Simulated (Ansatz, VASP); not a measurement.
**One calculation of Os, two programs**

```
Os
1.0
     0.00000    2.58133    2.58133
     2.58133    0.00000    2.58133
     2.58133    2.58133    0.00000
Os
2
Direct
  0.87500 0.87500 0.87500
  0.12500 0.12500 0.12500
```

Change from the starting cell: volume scaled by 0.84, LAPW.

Alike in both runs: task single point; functional LDA; k mesh 13 × 13 × 13; occupations fermi-dirac, width 0.05 eV; no spin polarisation.

|  | VASP | Ansatz |
| --- | --- | --- |
| version | VASP 6.6.1 | Ansatz 0.2.0 |
| potentials or method | VASP PAW LDA potentials, release 64 (Os), cutoff 520 eV | all-electron LAPW, scalar-relativistic |

Ansatz gave:

- pressure (GPa): 60.1

Q: What did VASP give for the same quantities?

A: Pressure (GPa): 55.9.

LDA's correlation is that of Perdew and Zunger in VASP and of Perdew and Wang (1992) in Ansatz. Both programs put the cell under a high pressure, so it lies far from rest at this level. Ansatz ran all-electron here, and VASP with PAW potentials.

Spin-orbit coupling is off throughout.
